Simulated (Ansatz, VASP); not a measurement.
KBr: VASP beside Ansatz

```xyz
2
Lattice="0.0000 3.2925 3.2925 3.2925 0.0000 3.2925 3.2925 3.2925 0.0000" Properties=species:S:1:pos:R:3 pbc="T T T"
K     0.0000   -0.3000    0.0000
Br    3.2925    3.2925    3.2925
```

Alike in both runs: task single point; functional r2SCAN; k mesh 6 × 6 × 6; occupations gaussian, width 0.05 eV; no spin polarisation.

```csv
,VASP,Ansatz
version,VASP 6.6.1,Ansatz 0.2.0
potentials or method,"VASP PAW PBE potentials, release 64 (K_sv, Br), cutoff 520 eV","scalar-relativistic, plane waves, PAW"
valence electrons in the cell,16,16
```

```tsv
	VASP	Ansatz	Ansatz less VASP
gap on the k mesh at the Fermi level (eV)	5.12	5.12	-0.002
least direct gap on the mesh (eV)	5.12	5.12	-0.002
pressure (GPa)	0.8	0.8	-0.01
traceless stress, the component that is largest in VASP (GPa)	1.45	1.43	-0.022
rms of the force components (eV/Å)	0.305	0.301	-0.0041
```

VASP's potentials were made for PBE, not for r2SCAN. Atom by atom the forces differ by 0.004 eV/Å (rms over components).
